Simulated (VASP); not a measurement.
# GaN (Imm2) in VASP: a series of runs

Runs on GaN. Level: PBE. Tasks: single point.

All numbers are computed with VASP 6.6.1; they aren't measurements. Logs are shortened: lines on timing, memory, paths and dates and some standing lists are left out, and cuts for length are marked.

**1. The cell of the first run**

It takes space group Imm2 (No. 44, orthorhombic). The conventional cell has a = 3.216 Å, b = 3.216 Å, c = 4.548 Å, α = 90.00°, β = 90.00°, γ = 90.00°. Ga (site symmetry mm2) has 4 N at 1.92 to 2.02 Å within 2.5 Å. N (site symmetry mm2) has 4 Ga at 1.92 to 2.02 Å within 2.5 Å.

**2. Single point, PBE (atoms displaced along a vibrational mode)**

INCAR

```
SYSTEM = GaN
PREC     = Accurate       ! precision mode
ENCUT    = 520            ! plane-wave cutoff, eV
EDIFF    = 1E-7           ! SCF threshold, eV
ISMEAR   = 0              ! smearing method
SIGMA    = 0.05           ! smearing width, eV
LREAL    = .False.        ! projectors in reciprocal space
LASPH    = .True.         ! aspherical terms in the spheres
NELM     = 60             ! most SCF steps
ALGO     = Normal         ! electronic algorithm
ISIF     = 2              ! what is computed and relaxed
LWAVE    = .False.        ! write WAVECAR
LCHARG   = .False.        ! write CHGCAR
GGA      = PE             ! functional
NBANDS   = 16             ! bands
```

KPOINTS

```
Automatic mesh
0
Gamma
  10 10 10
  0 0 0
```

POSCAR

```
GaN
1.0
    0.0000000000      2.2742384928      2.2742384928
    2.2742384928      0.0000000000      2.2742384928
    2.2742384928      2.2742384928      0.0000000000
Ga N
1 1
Direct
   -0.0033125644      0.0033125644     -0.0033125644
    0.7664890358      0.7335109642      0.7664890358
```

Potentials or basis: VASP PAW PBE potentials, release 64 (Ga_d, N).

The run is started by

```
cat potpaw_PBE.64/Ga_d/POTCAR potpaw_PBE.64/N/POTCAR > POTCAR
mpirun -np 1 vasp_std > vasp.out
```

OUTCAR:

```text
SYSTEM = GaN
   PREC = Accurate
   ENCUT = 520
   EDIFF = 1E-7
   ISMEAR = 0
   LREAL = .False.
   LASPH = .True.
   NELM = 60
   ISIF = 2
   GGA = PE

 ion  position               nearest neighbor table
   1  0.997  0.003  0.997-   2 1.92   2 1.92   2 2.02   2 2.02
   2  0.766  0.734  0.766-   1 1.92   1 1.92   1 2.02   1 2.02

  LATTYP: Found a face centered cubic cell.
 ALAT       =     4.5484769856

  Lattice vectors:

 A1 = (   0.0000000000,   2.2742384928,   2.2742384928)
 A2 = (   2.2742384928,   0.0000000000,   2.2742384928)
 A3 = (   2.2742384928,   2.2742384928,   0.0000000000)

Analysis of symmetry for initial positions (statically):
=====================================================================
 Subroutine PRICEL returns:
 Original cell was already a primitive cell.

 Routine SETGRP: Setting up the symmetry group for a
 face centered cubic supercell.

 Subroutine GETGRP returns: Found  4 space group operations
 (whereof  4 operations were pure point group operations)
 out of a pool of 48 trial point group operations.

The static configuration has the point symmetry C_2v.

Analysis of symmetry for dynamics (positions and initial velocities):
=====================================================================
 Subroutine PRICEL returns:
 Original cell was already a primitive cell.

 Routine SETGRP: Setting up the symmetry group for a
 face centered cubic supercell.

 Subroutine GETGRP returns: Found  4 space group operations
 (whereof  4 operations were pure point group operations)
 out of a pool of 48 trial point group operations.

The dynamic configuration has the point symmetry C_2v.

 Subroutine INISYM returns: Found  4 space group operations
 (whereof  4 operations are pure point group operations),
 and found     1 'primitive' translations

----------------------------------------------------------------------------------------

                                     Primitive cell

  volume of cell :      23.5255

  direct lattice vectors                    reciprocal lattice vectors
     0.000000000  2.274238493  2.274238493    -0.219853811  0.219853811  0.219853811
     2.274238493  0.000000000  2.274238493     0.219853811 -0.219853811  0.219853811
     2.274238493  2.274238493  0.000000000     0.219853811  0.219853811 -0.219853811

  length of vectors
     3.216258921  3.216258921  3.216258921     0.380797971  0.380797971  0.380797971

  position of ions in fractional coordinates (direct lattice)
     0.996687436  0.003312564  0.996687436
     0.766489036  0.733510964  0.766489036

[... 77 lines left out ...]
   LREAL  =      F    real-space projection
   EDIFFG = 0.1E-05   stopping-criterion for IOM
   NSW    =      0    number of steps for IOM
   IBRION =     -1    ionic relax: 0-MD 1-quasi-New 2-CG
   NFREE  =      0    steps in history (QN), initial steepest desc. (CG)
   ISIF   =      2    stress and relaxation
   ISYM   =      2    0-nonsym 1-usesym 2-fastsym
   POTIM  = 0.5000    time-step for ionic-motion
   TEBEG  =    0.0;   TEEND  =   0.0 temperature during run
   PSTRESS=    0.0 pullay stress
   NELECT =      18.0000    total number of electrons
   NUPDOWN=      -1.0000    fix difference up-down
   EMIN   =  10.00;   EMAX   =-10.00  energy-range for DOS
   EFERMI =   0.00;   METHOD = LEGACY
   ISMEAR =     0;   SIGMA  =   0.05  broadening in eV -4-tet -1-fermi 0-gaus
   EFERMI_NEDOS =   21; number of points for ismear=-14 and -15
   IALGO  =     38    algorithm
   IMIX   =      4    mixing-type and parameters
     AMIX     =   0.40;   BMIX     =  1.00
     AMIX_MAG =   1.60;   BMIX_MAG =  1.00
  volume/ion in A,a.u.               =      11.76        79.38
  Fermi-wavevector in a.u.,A,eV,Ry     =   1.497337  2.829557 30.504523  2.242019
  Thomas-Fermi vector in A             =   2.609238
   LORBIT       =      0    0 simple, 1 ext, 2 COOP (PROOUT), +10 PAW based schemes
   GGA     = PE    functional components
   LHFCALC =     F    Hartree Fock is set to
   AEXX    =    0.0000 exact exchange contribution
   IVDW    =     0    specifies the selected vdW correction
   LEPSILON=     F    determine dielectric tensor
   LRPA    =     F    only Hartree local field effects (RPA)
 non-spin polarized calculation
 Gauss-broadening in eV      SIGMA  =   0.05
  energy-cutoff  :      520.00
  volume of cell :       23.53
 maximum number of plane-waves:       644
   NGX = 11   NGY = 11   NGZ = 11

 number of electron      17.9999993 magnetization

 Free energy of the ion-electron system (eV)
  ---------------------------------------------------
  ext. energy  EPLUGINS =         0.00000000
  ---------------------------------------------------
  free energy    TOTEN  =       -12.10798886 eV

  energy without entropy =      -12.10798886  energy(sigma->0) =      -12.10798886

 E-fermi :   5.3588     XC(G=0): -11.5205

 val. band max:        5.1417056777   @ k =   0.0000   0.0000   0.0000
 cond. band min:       6.5364572469   @ k =   0.0000   0.0000   0.0000
 fundamental gap:      1.3947515692
 Fermi energy:         5.3587724001

 k-point     1 :       0.0000    0.0000    0.0000
  band No.  band energies     occupation
      1     -10.7456      2.00000
      2      -8.4745      2.00000
      3      -8.4272      2.00000
      4      -8.4266      2.00000
      5      -8.1602      2.00000
      6      -8.1547      2.00000
[... 433 lines left out ...]
      3      -8.3686      2.00000
      4      -8.1696      2.00000
      5      -8.1169      2.00000
      6      -7.3424      2.00000
[... 8 lines left out ...]
     15      22.6983      0.00000
     16      24.2653      0.00000

 [... further k-points ...]

------------------------ aborting loop because EDIFF is reached ----------------------------------------

  FORCE on cell =-STRESS in cart. coord.  units (eV):
  Direction    XX          YY          ZZ          XY          YZ          ZX
  --------------------------------------------------------------------------------------
  -------------------------------------------------------------------------------------
  Total        0.1620793      0.0259316      0.1620793      0.0000000      0.0000000      0.6378016
  in kB       11.0382491      1.7660486     11.0382491      0.0000000      0.0000000     43.4368323
  external PRESSURE =       7.9475156 kB  Pullay stress =       0.0000000 kB

 VOLUME and BASIS-vectors are now :
 -----------------------------------------------------------------------------
  energy-cutoff  :      520.00
  volume of cell :       23.53
      direct lattice vectors                 reciprocal lattice vectors
     0.000000000  2.274238493  2.274238493    -0.219853811  0.219853811  0.219853811
     2.274238493  0.000000000  2.274238493     0.219853811 -0.219853811  0.219853811
     2.274238493  2.274238493  0.000000000     0.219853811  0.219853811 -0.219853811

 POSITION                                       TOTAL-FORCE (eV/Angst)
 -----------------------------------------------------------------------------------
      2.27424      4.53341      2.27424        -0.000000      1.006532     -0.000000
      3.41136      3.48636      3.41136         0.000000     -1.006532      0.000000
 -----------------------------------------------------------------------------------
    total drift:                                0.000006     -0.001068      0.000005

  FREE ENERGIE OF THE ION-ELECTRON SYSTEM (eV)
  ---------------------------------------------------
  free  energy   TOTEN  =       -12.1079888629 eV

  energy  without entropy=      -12.1079888629  energy(sigma->0) =      -12.10798886
```

OSZICAR:

```text
N       E                     dE             d eps       ncg     rms          rms(c)
DAV:   1     0.816433486945E+02    0.81643E+02   -0.93016E+03  6144   0.200E+03
DAV:   2    -0.814963322869E+01   -0.89793E+02   -0.83752E+02  6240   0.330E+02
DAV:   3    -0.140156546834E+02   -0.58660E+01   -0.58436E+01  6408   0.707E+01
DAV:   4    -0.140836918904E+02   -0.68037E-01   -0.68029E-01  6944   0.825E+00
DAV:   5    -0.140845861648E+02   -0.89427E-03   -0.89427E-03  6592   0.838E-01    0.766E+00
DAV:   6    -0.121106823557E+02    0.19739E+01   -0.50245E+00  8272   0.393E+01    0.270E+00
DAV:   7    -0.121160744380E+02   -0.53921E-02   -0.30970E-01  5984   0.671E+00    0.176E+00
DAV:   8    -0.121121977123E+02    0.38767E-02   -0.63992E-02  6160   0.326E+00    0.838E-01
DAV:   9    -0.121076719259E+02    0.45258E-02   -0.14231E-02  8256   0.259E+00    0.222E-01
DAV:  10    -0.121080717601E+02   -0.39983E-03   -0.14039E-03  6104   0.478E-01    0.113E-01
DAV:  11    -0.121079841831E+02    0.87577E-04   -0.24608E-04  8064   0.247E-01    0.750E-03
DAV:  12    -0.121079891049E+02   -0.49218E-05   -0.27152E-05  6168   0.494E-02    0.741E-03
DAV:  13    -0.121079889403E+02    0.16463E-06   -0.66044E-07  7048   0.129E-02    0.239E-03
DAV:  14    -0.121079888629E+02    0.77395E-07   -0.56141E-08  4672   0.299E-03
   1 F= -.12107989E+02 E0= -.12107989E+02  d E =-.184148E-12
```

stdout:

```text
POSCAR found type information on POSCAR GaN
 POSCAR found :  2 types and       2 ions
 scaLAPACK will be used
 LDA part: xc-table for (Slater+PW92), standard interpolation
 POSCAR, INCAR and KPOINTS ok, starting setup
 FFT: planning ... GRIDC
 FFT: planning ... GRID_SOFT
 FFT: planning ... GRID
 WAVECAR not read
 entering main loop
```

It took 25 s on 1 thread of Intel Xeon Platinum 8488C (Sapphire Rapids), shared host; peak memory 0.18 GiB.

Results:

- Free energy: -12.1080 eV
- Pressure: 0.8 GPa
- Largest force: 1.007 eV/Å
- Band gap on the k mesh: 1.39 eV

Forces on the atoms (eV/Å):
```
Ga   0.000  1.007  0.000
N    0.000 -1.007  0.000
```

Levels at points of the mesh, in eV from the valence-band top:
```
           k point  band 7  band 8  band 9  band 10  band 11  band 12
(0.00, 0.00, 0.00)   -0.36   -0.13    0.00     1.39     9.87     9.97
(0.50, 0.00, 0.00)   -6.84   -1.30   -0.88     4.20     8.39     9.63
(0.00, 0.50, 0.00)   -7.19   -1.27   -0.89     4.37     8.44     9.76
(0.50, 0.50, 0.00)   -6.19   -2.74   -2.73     3.16     6.30    11.34
(0.50, 0.00, 0.50)   -6.14   -2.90   -2.64     3.18     6.36    11.34
```

Caveat: the cell differs from its parent crystal (atoms displaced along a vibrational mode); forces of over 1 eV/Å act on the atoms, so gaps and moduli don't describe the material at rest.

(Part 1 of 2 ends here.)
